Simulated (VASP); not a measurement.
# Ni (P6_3/mmc) in VASP: a series of runs, part 3 of 3

VASP 6.6.1. The steps go on from the part before.

## 5. Single point, RPBE, collinear spin, ferromagnetic start (11.26 Å³/atom)

The input, INCAR:

```
ALGO     = Normal         # electronic algorithm
EDIFF    = 1E-6           # SCF threshold, eV
ENCUT    = 520            # plane-wave cutoff, eV
GGA      = RP             # functional
ISIF     = 2              # what is computed and relaxed
ISMEAR   = -1             # smearing method
ISPIN    = 2              # spin polarisation
LASPH    = True           # aspherical terms in the spheres
LCHARG   = False          # write CHGCAR
LMAXMIX  = 4              # l up to which the mixer works
LORBIT   = 11             # projections on sites
LREAL    = False          # projectors in reciprocal space
LWAVE    = False          # write WAVECAR
MAGMOM   = 0.71 0.71      # initial moments
NBANDS   = 21             # bands
NELM     = 150            # most SCF steps
PREC     = Accurate       # precision mode
SIGMA    = 0.05           # smearing width, eV
```

The input, KPOINTS:

```
k-points
0
Gamma
  16 16 9
```

The input, POSCAR:

```
Ni
1.0
    2.5136382340      0.0000000000      0.0000000000
   -1.2568191170      2.1768745665      0.0000000000
    0.0000000000      0.0000000000      4.1160354827
Ni
2
Direct
    0.3333333333      0.6666666667      0.2500000000
    0.6666666667      0.3333333333      0.7500000000
```

Potentials or basis: VASP PAW PBE potentials, release 64 (Ni).

Run with:

```console
$ cat potpaw_PBE.64/Ni/POTCAR > POTCAR
$ mpirun -np 1 vasp_std > vasp.out
```

OUTCAR:

```text
EDIFF = 1E-6
   ENCUT = 520
   GGA = RP
   ISIF = 2
   ISMEAR = -1
   ISPIN = 2
   LASPH = True
   LORBIT = 11
   LREAL = False
   NELM = 150
   PREC = Accurate

 ion  position               nearest neighbor table
   1  0.333  0.667  0.250-   2 2.52   2 2.52   2 2.52   2 2.52   2 2.52   2 2.52
   2  0.667  0.333  0.750-   1 2.52   1 2.52   1 2.52   1 2.52   1 2.52   1 2.52

  LATTYP: Found a hexagonal cell.
 ALAT       =     2.5136382340
 C/A-ratio  =     1.6374812521

  Lattice vectors:

 A1 = (   2.5136382340,   0.0000000000,   0.0000000000)
 A2 = (  -1.2568191170,   2.1768745665,   0.0000000000)
 A3 = (   0.0000000000,   0.0000000000,   4.1160354827)

Analysis of symmetry for initial positions (statically):
=====================================================================
 Subroutine PRICEL returns:
 Original cell was already a primitive cell.

 Routine SETGRP: Setting up the symmetry group for a
 hexagonal supercell.

 Subroutine GETGRP returns: Found 24 space group operations
 (whereof 12 operations were pure point group operations)
 out of a pool of 24 trial point group operations.

The static configuration has the point symmetry D_3d.
 The point group associated with its full space group is D_6h.

Analysis of symmetry for dynamics (positions and initial velocities):
=====================================================================
 Subroutine PRICEL returns:
 Original cell was already a primitive cell.

 Routine SETGRP: Setting up the symmetry group for a
 hexagonal supercell.

 Subroutine GETGRP returns: Found 24 space group operations
 (whereof 12 operations were pure point group operations)
 out of a pool of 24 trial point group operations.

The dynamic configuration has the point symmetry D_3d.
 The point group associated with its full space group is D_6h.

Analysis of structural, dynamic, and magnetic symmetry:
=====================================================================
[... 153 lines left out ...]
  ext. energy  EPLUGINS =         0.00000000
  ---------------------------------------------------
  free energy    TOTEN  =        -9.86883068 eV

  energy without entropy =       -9.82902981  energy(sigma->0) =       -9.84893025

 E-fermi :   9.0795     XC(G=0): -12.9281

 val. band max:        9.0766280339   @ k =   0.2500   0.1250   0.3333
 cond. band min:       9.0804293379   @ k =   0.1875   0.1875   0.3333
 fundamental gap:      0.0038013039
 Fermi energy:         9.0795025030

 spin component 1

 k-point     1 :       0.0000    0.0000    0.0000
  band No.  band energies     occupation
      1       0.2911      1.00000
      2       4.4148      1.00000
      3       6.7076      1.00000
      4       6.7963      1.00000
      5       6.7963      1.00000
      6       7.0478      1.00000
[... 565 lines left out ...]
     20      37.0008      0.00000
     21      39.9199      0.00000

 [... further k-points ...]

 spin component 2

 k-point     1 :       0.0000    0.0000    0.0000
  band No.  band energies     occupation
      1       0.2319      1.00000
      2       4.8255      1.00000
      3       7.4448      1.00000
      4       7.4966      1.00000
      5       7.4966      1.00000
      6       7.7678      1.00000
[... 565 lines left out ...]
     20      37.0393      0.00000
     21      39.8232      0.00000

 [... further k-points ...]

------------------------ aborting loop because EDIFF is reached ----------------------------------------

  FORCE on cell =-STRESS in cart. coord.  units (eV):
  Direction    XX          YY          ZZ          XY          YZ          ZX
  --------------------------------------------------------------------------------------
  -------------------------------------------------------------------------------------
  Total       -0.0455462     -0.0455462      0.0419315      0.0000000      0.0000000      0.0000000
  in kB       -3.2400180     -3.2400180      2.9828771      0.0000000      0.0000000      0.0000000
  external PRESSURE =      -1.1657196 kB  Pullay stress =       0.0000000 kB

 VOLUME and BASIS-vectors are now :
 -----------------------------------------------------------------------------
  energy-cutoff  :      520.00
  volume of cell :       22.52
      direct lattice vectors                 reciprocal lattice vectors
     2.513638234  0.000000000  0.000000000     0.397829722  0.229687097  0.000000000
    -1.256819117  2.176874566  0.000000000     0.000000000  0.459374194  0.000000000
     0.000000000  0.000000000  4.116035483     0.000000000  0.000000000  0.242952230

 POSITION                                       TOTAL-FORCE (eV/Angst)
 -----------------------------------------------------------------------------------
     -0.00000      1.45125      1.02901         0.000000      0.000000      0.000000
      1.25682      0.72562      3.08703        -0.000000     -0.000000      0.000000
 -----------------------------------------------------------------------------------
    total drift:                               -0.000000      0.000000     -0.000000

  FREE ENERGIE OF THE ION-ELECTRON SYSTEM (eV)
  ---------------------------------------------------
  free  energy   TOTEN  =        -9.8688306829 eV

  energy  without entropy=       -9.8290298147  energy(sigma->0) =       -9.84893025

 total charge

# of ion       s       p       d       tot
------------------------------------------
    1        0.481   0.466   8.297   9.244
    2        0.481   0.466   8.297   9.244
--------------------------------------------------
tot          0.961   0.933  16.595  18.489

 magnetization (x)

# of ion       s       p       d       tot
------------------------------------------
    1       -0.005  -0.025   0.690   0.660
    2       -0.005  -0.025   0.690   0.660
--------------------------------------------------
tot         -0.010  -0.050   1.381   1.320
```

stdout:

```text
POSCAR found type information on POSCAR Ni
 POSCAR found :  1 types and       2 ions
 scaLAPACK will be used
 -----------------------------------------------------------------------------
|                                                                             |
|                                                                             |
|     You enforced a specific xc type in the INCAR file but a different       |
|     I HOPE YOU KNOW WHAT YOU ARE DOING!                                     |
|                                                                             |
 -----------------------------------------------------------------------------

 LDA part: xc-table for (Slater+PW92), standard interpolation
 POSCAR, INCAR and KPOINTS ok, starting setup
 FFT: planning ... GRIDC
 FFT: planning ... GRID_SOFT
 FFT: planning ... GRID
 WAVECAR not read
 entering main loop
```

Run time: 95 s. Hardware: 1 thread of Intel Xeon 6975P-C, shared host; peak memory 0.22 GiB.

Results:

```yaml
Free_energy: -9.8688 eV
Pressure: -0.1 GPa
Net_moment: 1.29 μB per cell
Site_moments: Ni +0.66 μB
Valence_electrons_inside_the_program's_atomic_spheres: Ni 9.24
```

Stress tensor (GPa, compression positive):
```
-0.32  0.00  0.00
 0.00 -0.32  0.00
 0.00  0.00  0.30
```

Levels at points of the mesh, in eV from the Fermi level:
Spin up:
| k point | band 8 | band 9 | band 10 | band 11 | band 12 | band 13 | band 14 | band 15 |
| --- | --- | --- | --- | --- | --- | --- | --- | --- |
| (0.00, 0.00, 0.00) | -1.65 | -1.65 | -0.76 | -0.76 | -0.28 | 5.38 | 22.24 | 23.87 |
| (0.50, 0.00, 0.00) | -0.67 | -0.59 | -0.55 | 1.08 | 2.89 | 9.10 | 9.61 | 12.07 |
Spin down:
| k point | band 7 | band 8 | band 9 | band 10 | band 11 | band 12 |
| --- | --- | --- | --- | --- | --- | --- |
| (0.00, 0.00, 0.00) | -1.31 | -0.95 | -0.95 | -0.37 | -0.01 | -0.01 |
| (0.50, 0.00, 0.00) | -1.29 | 0.13 | 0.17 | 0.25 | 1.55 | 3.27 |

Caveat: the PAW data sets were made with another functional, which shifts forces and pressure a little.

## 6. Single point, RPBE, collinear spin, ferromagnetic start (11.71 Å³/atom)

This run uses another cell than the first one, of 11.71 Å³/atom.

The input, INCAR:

```
SYSTEM = Ni
PREC     = Accurate       ! precision mode
ENCUT    = 520            ! plane-wave cutoff, eV
EDIFF    = 1E-6           ! SCF threshold, eV
ISMEAR   = -1             ! smearing method
SIGMA    = 0.05           ! smearing width, eV
LREAL    = .FALSE.        ! projectors in reciprocal space
LASPH    = .TRUE.         ! aspherical terms in the spheres
NELM     = 150            ! most SCF steps
ALGO     = Normal         ! electronic algorithm
ISIF     = 2              ! what is computed and relaxed
LWAVE    = .FALSE.        ! write WAVECAR
LCHARG   = .TRUE.         ! write CHGCAR
ISPIN    = 2              ! spin polarisation
MAGMOM   = 0.71 0.71      ! initial moments
LORBIT   = 11             ! projections on sites
LMAXMIX  = 4              ! l up to which the mixer works
GGA      = RP             ! functional
LELF     = .TRUE.         ! ELF
LVHAR    = .TRUE.       
NBANDS   = 21             ! bands
```

The input, KPOINTS:

```
regular mesh
0
G
  16 16 9
  0 0 0
```

The input, POSCAR:

```
Ni
1.0
    2.5467162145      0.0000000000      0.0000000000
   -1.2733581073      2.2055209380      0.0000000000
    0.0000000000      0.0000000000      4.1702000557
Ni
2
Direct
    0.3333333333      0.6666666667      0.2500000000
    0.6666666667      0.3333333333      0.7500000000
```

Potentials or basis: VASP PAW PBE potentials, release 64 (Ni).

Run with:

```console
$ cat potpaw_PBE.64/Ni/POTCAR > POTCAR
$ mpirun -np 1 vasp_std > vasp.out
```

Wall time 2.1 min (1 thread of Intel Xeon 6975P-C, shared host); peak memory 0.22 GiB.

It converged, with:

```yaml
Free_energy: -9.8509 eV
Pressure: -6.2 GPa
Net_moment: 1.34 μB per cell
Site_moments: Ni +0.69 μB
Valence_electrons_inside_the_program's_atomic_spheres: Ni 9.18
```

Stress tensor (GPa, compression positive):
```
-6.34  0.00  0.00
 0.00 -6.34  0.00
 0.00  0.00 -5.99
```

Levels at points of the mesh, in eV from the Fermi level:
Spin up:
```tsv
k point	band 7	band 8	band 9	band 10	band 11	band 12	band 13	band 14	band 15	band 16
(0.00, 0.00, 0.00)	-1.98	-1.62	-1.62	-0.78	-0.78	-0.21	5.11	21.90	23.20	23.20
(0.50, 0.00, 0.00)	-1.95	-0.70	-0.62	-0.59	1.02	2.74	8.85	9.31	11.76	12.44
```
Spin down:
| k point | band 5 | band 6 | band 7 | band 8 | band 9 | band 10 | band 11 | band 12 | band 13 | band 14 |
| --- | --- | --- | --- | --- | --- | --- | --- | --- | --- | --- |
| (0.00, 0.00, 0.00) | -1.48 | -1.23 | -1.23 | -0.89 | -0.89 | -0.31 | -0.01 | -0.01 | 5.52 | 21.71 |
| (0.50, 0.00, 0.00) | -1.58 | -1.54 | -1.21 | 0.13 | 0.16 | 0.25 | 1.50 | 3.13 | 8.94 | 9.40 |

Caveat: the cell stands under tension; the PAW data sets were made with another functional, which shifts forces and pressure a little.

## 7. Single point, RPBE, collinear spin, ferromagnetic start (12.16 Å³/atom)

This run uses another cell than the first one, of 12.16 Å³/atom.

The input, INCAR:

```
PREC = Accurate
ENCUT = 520
EDIFF = 1E-6
ISMEAR = -1
SIGMA = 0.05
LREAL = F
LASPH = T
NELM = 150
ALGO = Normal
ISIF = 2
LWAVE = F
LCHARG = F
ISPIN = 2
MAGMOM = 0.71 0.71
LORBIT = 11
LMAXMIX = 4
GGA = RP
NBANDS = 21
```

The input, KPOINTS:

```
regular mesh
0
Gamma
  16 16 9
```

The input, POSCAR:

```
Ni
1.0
    2.5789565512      0.0000000000      0.0000000000
   -1.2894782756      2.2334418886      0.0000000000
    0.0000000000      0.0000000000      4.2229930026
Ni
2
Direct
    0.3333333333      0.6666666667      0.2500000000
    0.6666666667      0.3333333333      0.7500000000
```

Run with:

```console
$ cat potpaw_PBE.64/Ni/POTCAR > POTCAR
$ mpirun -np 1 vasp_std > vasp.out
```

It took 1.8 min on 1 thread of Intel Xeon 6975P-C, shared host; peak memory 0.22 GiB.

The run converged. Its results:

```yaml
Free_energy: -9.8023 eV
Pressure: -11.0 GPa
Net_moment: 1.38 μB per cell
Site_moments: Ni +0.71 μB
Valence_electrons_inside_the_program's_atomic_spheres: Ni 9.13
```

Stress tensor (GPa, compression positive):
```
-11.11   0.00   0.00
  0.00 -11.11   0.00
  0.00   0.00 -10.91
```

Levels at points of the mesh, in eV from the Fermi level:
Spin up:
```csv
k point,band 8,band 9,band 10,band 11,band 12,band 13,band 14,band 15
"(0.00, 0.00, 0.00)",-1.59,-1.59,-0.80,-0.80,-0.15,4.85,21.57,22.58
"(0.50, 0.00, 0.00)",-0.72,-0.65,-0.62,0.97,2.61,8.63,9.03,11.48
```
Spin down:
| k point | band 6 | band 7 | band 8 | band 9 | band 10 | band 11 | band 12 | band 13 |
| --- | --- | --- | --- | --- | --- | --- | --- | --- |
| (0.00, 0.00, 0.00) | -1.16 | -1.16 | -0.84 | -0.84 | -0.25 | 0.00 | 0.00 | 5.28 |
| (0.50, 0.00, 0.00) | -1.45 | -1.14 | 0.13 | 0.16 | 0.24 | 1.45 | 3.01 | 8.71 |

Caveat: the cell stands under tension; the PAW data sets were made with another functional, which shifts forces and pressure a little.

## 8. Overview

```tsv
cell	k mesh	gap on the mesh (eV)	pressure (GPa)	moment (μB)
a = 2.514, b = 2.514, c = 4.116 Å, angles 90.0, 90.0, 120.0°, 2 atoms	14 × 14 × 8	none	0.1	1.34
a = 2.409, b = 2.409, c = 3.944 Å, angles 90.0, 90.0, 120.0°, 2 atoms	16 × 16 × 9	none	30.3	1.17
a = 2.445, b = 2.445, c = 4.003 Å, angles 90.0, 90.0, 120.0°, 2 atoms	16 × 16 × 9	none	17.6	1.20
a = 2.514, b = 2.514, c = 4.116 Å, angles 90.0, 90.0, 120.0°, 2 atoms	16 × 16 × 9	none	-0.1	1.29
a = 2.547, b = 2.547, c = 4.170 Å, angles 90.0, 90.0, 120.0°, 2 atoms	16 × 16 × 9	none	-6.2	1.34
a = 2.579, b = 2.579, c = 4.223 Å, angles 90.0, 90.0, 120.0°, 2 atoms	16 × 16 × 9	none	-11.0	1.38
```

Alike in all rows: task single point; level RPBE; potentials or basis VASP PAW PBE potentials, release 64 (Ni); spin collinear, ferromagnetic start; cutoff (eV) 520; smearing fermi-dirac 0.05 eV.

Caveats: the PAW data sets were made with another functional, which shifts forces and pressure a little; the cell stands under pressure (at least some runs); the cell stands under tension (at least some runs).

Total energies depend on the potentials used, so only differences within one code and one set of settings carry meaning.
